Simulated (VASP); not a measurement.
# CdO (Fm-3m) in VASP: notebook

The runs below take CdO through single point, with PBE, RPBE.

Everything below comes from runs of VASP 6.6.1. Logs are shortened: lines on timing, memory, paths and dates and some standing lists are left out, and cuts for length are marked.

## (1) The cell of the first run

Symmetry: Fm-3m, No. 225, cubic system. Conventional cell: a = 4.722 Å, b = 4.722 Å, c = 4.722 Å, α = 90.00°, β = 90.00°, γ = 90.00°. Within 3.1 Å of Cd (site symmetry m-3m) lie 6 O at 2.36 Å. Within 3.1 Å of O (site symmetry m-3m) lie 6 Cd at 2.36 Å.

## (2) Single point, PBE

Contents of INCAR:

```
SYSTEM = CdO
PREC = Accurate ; ENCUT = 600
EDIFF = 1E-6 ; ISMEAR = 1
SIGMA = 0.0064 ; LREAL = .FALSE.
LASPH = .TRUE. ; NELM = 120
ALGO = Normal ; ISIF = 2
LWAVE = .FALSE. ; LCHARG = .TRUE.
GGA = PE ; LELF = .TRUE.
LVHAR = .TRUE. ; NBANDS = 16
GGA_COMPAT = .FALSE.
```

Contents of KPOINTS:

```
regular mesh
0
G
  6 6 6
  0 0 0
```

Contents of POSCAR:

```
CdO
1.0
    0.0000000000      2.3609927699      2.3609927699
    2.3609927699      0.0000000000      2.3609927699
    2.3609927699      2.3609927699      0.0000000000
Cd O
1 1
Direct
    0.0000000000      0.0000000000      0.0000000000
    0.5000000000      0.5000000000      0.5000000000
```

Potentials or basis: VASP PAW PBE potentials, release 64 (Cd, O).

Command:

```console
$ cat potpaw_PBE.64/Cd/POTCAR potpaw_PBE.64/O/POTCAR > POTCAR
$ mpirun -np 1 vasp_std > vasp.out
```

OUTCAR:

```text
SYSTEM = CdO
   PREC = Accurate
   ENCUT = 600
   EDIFF = 1E-6
   ISMEAR = 1
   LREAL = .FALSE.
   LASPH = .TRUE.
   NELM = 120
   ISIF = 2
   GGA = PE

 ion  position               nearest neighbor table
   1  0.000  0.000  0.000-   2 2.36   2 2.36   2 2.36   2 2.36   2 2.36   2 2.36
   2  0.500  0.500  0.500-   1 2.36   1 2.36   1 2.36   1 2.36   1 2.36   1 2.36

  LATTYP: Found a face centered cubic cell.
 ALAT       =     4.7219855398

  Lattice vectors:

 A1 = (   0.0000000000,   2.3609927699,   2.3609927699)
 A2 = (   2.3609927699,   0.0000000000,   2.3609927699)
 A3 = (   2.3609927699,   2.3609927699,   0.0000000000)

Analysis of symmetry for initial positions (statically):
=====================================================================
 Subroutine PRICEL returns:
 Original cell was already a primitive cell.

 Routine SETGRP: Setting up the symmetry group for a
 face centered cubic supercell.

 Subroutine GETGRP returns: Found 48 space group operations
 (whereof 48 operations were pure point group operations)
 out of a pool of 48 trial point group operations.

The static configuration has the point symmetry O_h .

Analysis of symmetry for dynamics (positions and initial velocities):
=====================================================================
 Subroutine PRICEL returns:
 Original cell was already a primitive cell.

 Routine SETGRP: Setting up the symmetry group for a
 face centered cubic supercell.

 Subroutine GETGRP returns: Found 48 space group operations
 (whereof 48 operations were pure point group operations)
 out of a pool of 48 trial point group operations.

The dynamic configuration has the point symmetry O_h .

 Subroutine INISYM returns: Found 48 space group operations
 (whereof 48 operations are pure point group operations),
 and found     1 'primitive' translations

----------------------------------------------------------------------------------------

                                     Primitive cell

  volume of cell :      26.3217

  direct lattice vectors                    reciprocal lattice vectors
     0.000000000  2.360992770  2.360992770    -0.211775320  0.211775320  0.211775320
     2.360992770  0.000000000  2.360992770     0.211775320 -0.211775320  0.211775320
     2.360992770  2.360992770  0.000000000     0.211775320  0.211775320 -0.211775320

  length of vectors
     3.338947996  3.338947996  3.338947996     0.366805614  0.366805614  0.366805614

  position of ions in fractional coordinates (direct lattice)
     0.000000000  0.000000000  0.000000000
     0.500000000  0.500000000  0.500000000

  ion indices of the primitive-cell ions
   primitive index   ion index
                 1           1
                 2           2

----------------------------------------------------------------------------------------

 KPOINTS: regular mesh

Automatic generation of k-mesh.
 Grid dimensions read from file:
 generate k-points for:    6    6    6

 Generating k-lattice:

  Cartesian coordinates                     Fractional coordinates (reciprocal lattice)
    -0.035295887  0.035295887  0.035295887     0.166666667  0.000000000  0.000000000
     0.035295887 -0.035295887  0.035295887     0.000000000  0.166666667  0.000000000
     0.035295887  0.035295887 -0.035295887     0.000000000  0.000000000  0.166666667

  Length of vectors
     0.061134269  0.061134269  0.061134269

  Shift w.r.t. Gamma in fractional coordinates (k-lattice)
     0.000000000  0.000000000  0.000000000

 Subroutine IBZKPT returns following result:
 ===========================================

 Found     16 irreducible k-points:

 Following reciprocal coordinates:
            Coordinates               Weight
  0.000000  0.000000  0.000000      1.000000
  0.166667  0.000000  0.000000      8.000000
  0.333333  0.000000  0.000000      8.000000
  0.500000  0.000000  0.000000      4.000000
  0.166667  0.166667  0.000000      6.000000
  0.333333  0.166667  0.000000     24.000000
[... 8 lines left out ...]
 -0.333333  0.333333  0.166667     24.000000
 -0.333333  0.500000  0.166667     12.000000
   k-points           NKPTS =     16   k-points in BZ     NKDIM =     16   number of bands    NBANDS=     16
   number of dos      NEDOS =    301   number of ions     NIONS =      2
   total plane-waves  NPLWV =  21952
   dimension x,y,z NGX =    28 NGY =   28 NGZ =   28
   dimension x,y,z NGXF=    56 NGYF=   56 NGZF=   56
   ions per type =               1   1
   NGX,Y,Z   is equivalent  to a cutoff of  13.94, 13.94, 13.94 a.u.
   NGXF,Y,Z  is equivalent  to a cutoff of  27.88, 27.88, 27.88 a.u.
 SYSTEM =  CdO
   PREC   = accura    normal or accurate (medium, high low for compatibility)
   ISTART =      0    job   : 0-new  1-cont  2-samecut
   ICHARG =      2    charge: 1-file 2-atom 10-const
   ISPIN  =      1    spin polarized calculation?
   LNONCOLLINEAR =      F non collinear calculations
   LSORBIT =      F    spin-orbit coupling
   LASPH  =      T    aspherical Exc in radial PAW
   ENCUT  =  600.0 eV  44.10 Ry    6.64 a.u.   6.67  6.67  6.67*2*pi/ulx,y,z
   NELM   =    120;   NELMIN=  2; NELMDL= -5     # of ELM steps
   EDIFF  = 0.1E-05   stopping-criterion for ELM
   LREAL  =      F    real-space projection
   EDIFFG = 0.1E-04   stopping-criterion for IOM
   NSW    =      0    number of steps for IOM
   IBRION =     -1    ionic relax: 0-MD 1-quasi-New 2-CG
   NFREE  =      0    steps in history (QN), initial steepest desc. (CG)
   ISIF   =      2    stress and relaxation
   ISYM   =      2    0-nonsym 1-usesym 2-fastsym
   POTIM  = 0.5000    time-step for ionic-motion
   TEBEG  =    0.0;   TEEND  =   0.0 temperature during run
   PSTRESS=    0.0 pullay stress
   NELECT =      18.0000    total number of electrons
   NUPDOWN=      -1.0000    fix difference up-down
   EMIN   =  10.00;   EMAX   =-10.00  energy-range for DOS
   EFERMI =   0.00;   METHOD = LEGACY
   ISMEAR =     1;   SIGMA  =   0.01  broadening in eV -4-tet -1-fermi 0-gaus
   EFERMI_NEDOS =   21; number of points for ismear=-14 and -15
   IALGO  =     38    algorithm
   IMIX   =      4    mixing-type and parameters
     AMIX     =   0.40;   BMIX     =  1.00
     AMIX_MAG =   1.60;   BMIX_MAG =  1.00
  volume/ion in A,a.u.               =      13.16        88.81
  Fermi-wavevector in a.u.,A,eV,Ry     =   1.442318  2.725586 28.303942  2.080281
  Thomas-Fermi vector in A             =   2.560852
   LORBIT       =      0    0 simple, 1 ext, 2 COOP (PROOUT), +10 PAW based schemes
   GGA     = PE    functional components
   LHFCALC =     F    Hartree Fock is set to
   AEXX    =    0.0000 exact exchange contribution
   IVDW    =     0    specifies the selected vdW correction
   LEPSILON=     F    determine dielectric tensor
   LRPA    =     F    only Hartree local field effects (RPA)
 non-spin polarized calculation
 Methfessel and Paxton  Order N= 1 SIGMA  =   0.01
  energy-cutoff  :      600.00
  volume of cell :       26.32
 maximum number of plane-waves:       899
 NGX is ok and might be reduce to    28
   NGX = 13   NGY = 13   NGZ = 13

 number of electron      17.9999999 magnetization

 Free energy of the ion-electron system (eV)
  ---------------------------------------------------
  ext. energy  EPLUGINS =         0.00000000
  ---------------------------------------------------
  free energy    TOTEN  =        -7.71334606 eV

  energy without entropy =       -7.71332120  energy(sigma->0) =       -7.71333778

 E-fermi :   1.8986     XC(G=0): -11.6173

 val. band max:        1.8953902488   @ k =   0.5000   0.0000   0.0000
 cond. band min:       3.3915981838   @ k =   0.1667   0.0000   0.0000
 fundamental gap:      1.4962079351
 Fermi energy:         1.8986476616

 k-point     1 :       0.0000    0.0000    0.0000
  band No.  band energies     occupation
      1     -15.3639      2.00000
      2      -4.7809      2.00000
      3      -4.7809      2.00000
      4      -4.7809      2.00000
      5      -4.4846      2.00000
      6      -4.4846      2.00000
[... 8 lines left out ...]
     15      19.8791      0.00000
     16      19.8791      0.00000

 k-point     2 :       0.1667    0.0000    0.0000
  band No.  band energies     occupation
      1     -15.1869      2.00000
      2      -4.9003      2.00000
      3      -4.8094      2.00000
      4      -4.8094      2.00000
      5      -4.5710      2.00000
      6      -4.5710      2.00000
[... 8 lines left out ...]
     15      20.6061      0.00000
     16      20.6061      0.00000

 k-point     3 :       0.3333    0.0000    0.0000
  band No.  band energies     occupation
      1     -14.8050      2.00000
      2      -5.3522      2.00000
      3      -5.1697      2.00000
      4      -5.1697      2.00000
      5      -4.3689      2.00000
      6      -4.3689      2.00000
[... 8 lines left out ...]
     15      22.1876      0.00000
     16      22.1876      0.00000

 k-point     4 :       0.5000    0.0000    0.0000
  band No.  band energies     occupation
      1     -14.5970      2.00000
      2      -5.6799      2.00000
      3      -5.3441      2.00000
      4      -5.3441      2.00000
      5      -4.2461      2.00000
      6      -4.2461      2.00000
[... 8 lines left out ...]
     15      23.0104      0.00000
     16      23.7628      0.00000

 k-point     5 :       0.1667    0.1667    0.0000
  band No.  band energies     occupation
      1     -15.1473      2.00000
      2      -4.9387      2.00000
      3      -4.8935      2.00000
      4      -4.6768      2.00000
      5      -4.6768      2.00000
      6      -4.4210      2.00000
[... 8 lines left out ...]
     15      22.3453      0.00000
     16      23.9077      0.00000

 k-point     6 :       0.3333    0.1667    0.0000
  band No.  band energies     occupation
      1     -14.8779      2.00000
      2      -5.1999      2.00000
      3      -5.0419      2.00000
      4      -4.8022      2.00000
      5      -4.5169      2.00000
      6      -4.2962      2.00000
[... 8 lines left out ...]
     15      22.9689      0.00000
     16      24.5001      0.00000

 k-point     7 :       0.5000    0.1667    0.0000
  band No.  band energies     occupation
      1     -14.6348      2.00000
      2      -5.3999      2.00000
      3      -5.1649      2.00000
      4      -5.1200      2.00000
      5      -4.3212      2.00000
      6      -4.2183      2.00000
[... 8 lines left out ...]
     15      22.8917      0.00000
     16      23.8691      0.00000

 k-point     8 :      -0.3333    0.1667    0.0000
  band No.  band energies     occupation
      1     -14.6778      2.00000
      2      -5.4201      2.00000
      3      -5.2200      2.00000
      4      -5.0424      2.00000
      5      -4.3742      2.00000
      6      -4.2165      2.00000
[... 8 lines left out ...]
     15      21.5593      0.00000
     16      21.7729      0.00000

 k-point     9 :      -0.1667    0.1667    0.0000
  band No.  band energies     occupation
      1     -14.9603      2.00000
      2      -5.0881      2.00000
      3      -5.0319      2.00000
      4      -4.9441      2.00000
      5      -4.5991      2.00000
      6      -4.3167      2.00000
[... 8 lines left out ...]
     15      20.4058      0.00000
     16      22.4883      0.00000

 k-point    10 :       0.3333    0.3333    0.0000
  band No.  band energies     occupation
      1     -14.8269      2.00000
      2      -5.1145      2.00000
      3      -4.8681      2.00000
      4      -4.3569      2.00000
      5      -4.3569      2.00000
      6      -4.2921      2.00000
[... 8 lines left out ...]
     15      25.5067      0.00000
     16      26.4566      0.00000

 k-point    11 :       0.5000    0.3333    0.0000
  band No.  band energies     occupation
      1     -14.7061      2.00000
      2      -5.1658      2.00000
      3      -4.5811      2.00000
      4      -4.5727      2.00000
      5      -4.1745      2.00000
      6      -4.1595      2.00000
[... 8 lines left out ...]
     15      25.2268      0.00000
     16      25.4502      0.00000

 k-point    12 :      -0.3333    0.3333    0.0000
  band No.  band energies     occupation
      1     -14.6300      2.00000
      2      -5.2554      2.00000
      3      -4.9657      2.00000
      4      -4.7695      2.00000
      5      -4.2642      2.00000
      6      -4.1507      2.00000
[... 8 lines left out ...]
     15      22.5866      0.00000
     16      25.1416      0.00000

 k-point    13 :       0.5000    0.5000    0.0000
  band No.  band energies     occupation
      1     -14.7398      2.00000
      2      -5.2227      2.00000
      3      -4.2267      2.00000
      4      -4.1128      2.00000
      5      -4.1128      2.00000
      6      -3.8194      2.00000
[... 8 lines left out ...]
     15      24.7616      0.00000
     16      27.6827      0.00000

 k-point    14 :       0.5000    0.3333    0.1667
  band No.  band energies     occupation
      1     -14.7128      2.00000
      2      -5.1023      2.00000
      3      -5.0367      2.00000
      4      -4.9484      2.00000
      5      -4.3379      2.00000
      6      -4.1558      2.00000
[... 8 lines left out ...]
     15      22.8734      0.00000
     16      25.5992      0.00000

 k-point    15 :      -0.3333    0.3333    0.1667
  band No.  band energies     occupation
      1     -14.6300      2.00000
      2      -5.1807      2.00000
      3      -4.9524      2.00000
      4      -4.9171      2.00000
      5      -4.2063      2.00000
      6      -4.1490      2.00000
[... 8 lines left out ...]
     15      20.9315      0.00000
     16      26.5393      0.00000

 k-point    16 :      -0.3333    0.5000    0.1667
  band No.  band energies     occupation
      1     -14.6662      2.00000
      2      -5.0879      2.00000
      3      -4.7745      2.00000
      4      -4.6112      2.00000
      5      -4.1126      2.00000
      6      -3.9114      2.00000
[... 8 lines left out ...]
     15      23.0539      0.00000
     16      26.1656      0.00000

------------------------ aborting loop because EDIFF is reached ----------------------------------------

  FORCE on cell =-STRESS in cart. coord.  units (eV):
  Direction    XX          YY          ZZ          XY          YZ          ZX
  --------------------------------------------------------------------------------------
  -------------------------------------------------------------------------------------
  Total        0.8389865      0.8389865      0.8389865     -0.0000000      0.0000000     -0.0000000
  in kB       51.0683218     51.0683218     51.0683218     -0.0000000      0.0000000     -0.0000000
  external PRESSURE =      51.0683218 kB  Pullay stress =       0.0000000 kB

 VOLUME and BASIS-vectors are now :
 -----------------------------------------------------------------------------
  energy-cutoff  :      600.00
  volume of cell :       26.32
      direct lattice vectors                 reciprocal lattice vectors
     0.000000000  2.360992770  2.360992770    -0.211775320  0.211775320  0.211775320
     2.360992770  0.000000000  2.360992770     0.211775320 -0.211775320  0.211775320
     2.360992770  2.360992770  0.000000000     0.211775320  0.211775320 -0.211775320

 POSITION                                       TOTAL-FORCE (eV/Angst)
 -----------------------------------------------------------------------------------
      0.00000      0.00000      0.00000         0.000000      0.000000      0.000000
      2.36099      2.36099      2.36099        -0.000000     -0.000000     -0.000000
 -----------------------------------------------------------------------------------
    total drift:                                0.000000      0.000000      0.000000

  FREE ENERGIE OF THE ION-ELECTRON SYSTEM (eV)
  ---------------------------------------------------
  free  energy   TOTEN  =        -7.7133460637 eV

  energy  without entropy=       -7.7133211981  energy(sigma->0) =       -7.71333778
```

Run time: 5.6 s. Hardware: 1 thread of Intel Xeon 6975P-C (Granite Rapids), shared host; peak memory 0.16 GiB.

Results:

```yaml
Free_energy: -7.7133 eV
Pressure: 5.1 GPa
Band_gap_on_the_k_mesh: zero (band 9 reaches 1.90 eV, above the bottom of band 10 at 1.44 eV)
```

Caveat: the k points lie up to 0.38 Å⁻¹ apart.

## (3) Single point, RPBE

Contents of INCAR:

```
ALGO = Normal
EDIFF = 1E-6
ENCUT = 600
GGA = RP
GGA_COMPAT = F
ISIF = 2
ISMEAR = 1
LASPH = T
LCHARG = F
LREAL = F
LWAVE = F
NBANDS = 16
NELM = 120
PREC = Accurate
SIGMA = 0.054
```

Contents of KPOINTS:

```
k-points
0
Gamma
  6 6 6
```

POSCAR is that of step 2.

Potentials or basis: VASP PAW PBE potentials, release 64 (Cd, O).

Command:

```console
$ cat potpaw_PBE.64/Cd/POTCAR potpaw_PBE.64/O/POTCAR > POTCAR
$ mpirun -np 1 vasp_std > vasp.out
```

Run time: 7.4 s. Hardware: 1 thread of Intel Xeon 6975P-C (Granite Rapids), shared host; peak memory 0.15 GiB.

The run converged. Its results:

| Property | Result |
| --- | --- |
| Free energy | -6.8972 eV |
| Pressure | 9.5 GPa |
| Band gap on the k mesh | zero (band 9 reaches 2.05 eV, above the bottom of band 10 at 1.67 eV) |

Levels at points of the mesh, in eV from the Fermi level:
```csv
k point,band 6,band 7,band 8,band 9,band 10,band 11,band 12,band 13
"(0.00, 0.00, 0.00)",-6.43,-1.28,-1.28,-1.28,-0.40,15.05,16.98,16.98
"(0.50, 0.00, 0.00)",-6.20,-3.78,-0.02,-0.02,4.52,7.28,11.98,11.98
"(0.50, 0.50, 0.00)",-5.78,-4.20,-2.23,-2.23,3.92,8.57,11.21,13.34
```

Caveat: the k points lie up to 0.38 Å⁻¹ apart; the PAW data sets were made with another functional, which shifts forces and pressure a little.

## (4) Single point, PBE

Contents of INCAR:

```
PREC = Accurate ; ENCUT = 600
EDIFF = 1E-6 ; ISMEAR = 0
SIGMA = 0.1 ; LREAL = False
LASPH = True ; NELM = 120
ALGO = Normal ; ISIF = 2
LWAVE = False ; LCHARG = False
GGA = PE ; NBANDS = 16
NELECT = 18.1 ; GGA_COMPAT = False
```

Contents of KPOINTS:

```
Automatic mesh
0
Gamma
  6 6 6
```

POSCAR is that of step 3.

Command:

```console
$ cat potpaw_PBE.64/Cd/POTCAR potpaw_PBE.64/O/POTCAR > POTCAR
$ mpirun -np 1 vasp_std > vasp.out
```

Wall time 7.9 s (1 thread of Intel Xeon 6975P-C (Granite Rapids), shared host); peak memory 0.15 GiB.

The run converged. Its results:

```
Free energy : -7.3782 eV
```

Levels at points of the mesh, in eV from the Fermi level:
```tsv
k point	band 6	band 7	band 8	band 9	band 10	band 11	band 12	band 13
(0.00, 0.00, 0.00)	-8.56	-3.36	-3.36	-3.36	-2.64	12.70	14.72	14.72
(0.50, 0.00, 0.00)	-8.32	-5.92	-2.09	-2.09	2.23	5.09	9.68	9.68
(0.50, 0.50, 0.00)	-7.88	-6.36	-4.33	-4.33	1.64	6.34	8.94	11.07
```

Caveat: the k points lie up to 0.38 Å⁻¹ apart; the cell carries a net charge on a neutralising background, which shifts energy and pressure; the cell is charged against a uniform background, so pressure and absolute levels hang on convention.
